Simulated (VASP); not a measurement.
A run of VASP 6.6.1:

The input INCAR:

```
SYSTEM = Si5C
ALGO     = Normal         ! electronic algorithm
EDIFF    = 1E-6           ! SCF threshold, eV
ENCUT    = 600            ! plane-wave cutoff, eV
GGA      = PE             ! functional
GGA_COMPAT= .FALSE.      
ISIF     = 2              ! what is computed and relaxed
ISMEAR   = 0              ! smearing method
ISPIN    = 2              ! spin polarisation
LASPH    = .TRUE.         ! aspherical terms in the spheres
LCHARG   = .TRUE.         ! write CHGCAR
LELF     = .TRUE.         ! ELF
LORBIT   = 11             ! projections on sites
LREAL    = .FALSE.        ! projectors in reciprocal space
LVHAR    = .TRUE.       
LWAVE    = .FALSE.        ! write WAVECAR
MAGMOM   = 0 0 0 0 0 1    ! initial moments
NBANDS   = 25             ! bands
NELM     = 200            ! most SCF steps
PREC     = Accurate       ! precision mode
SIGMA    = 0.1            ! smearing width, eV
```

KPOINTS

```
k-points
0
G
  6 6 4
  0 0 0
```

POSCAR

```
Si5C
1.0
    3.2830330346      0.0000000000      0.0000000000
    0.0000000000      3.5662373069      0.0000000000
    0.0000000000      0.0000000000      7.3672677410
Si C
5 1
Direct
    0.5000000000      0.5000000000      0.3365342900
    0.0000000000      0.0000000000      0.2515213011
    0.5000000000      0.5000000000      0.6634657100
    0.0000000000      0.0000000000      0.7484786989
    0.5000000000      0.5000000000      0.0000000000
    0.0000000000      0.0000000000      0.0000000000
```

Potentials or basis: VASP PAW PBE potentials, release 64 (Si, C).

Run with:

```bash
$ cat potpaw_PBE.64/Si/POTCAR potpaw_PBE.64/C/POTCAR > POTCAR
$ mpirun -np 1 vasp_std > vasp.out
```

Hardware: 1 thread of Oxide Virtual Turin-like Processor (shared host).

Q: Estimate the wall time of this run.

A: It took 3.4 min on 1 thread of Oxide Virtual Turin-like Processor, on a shared host, peak memory 0.31 GiB. Counts: scf iterations 14, k points 48.
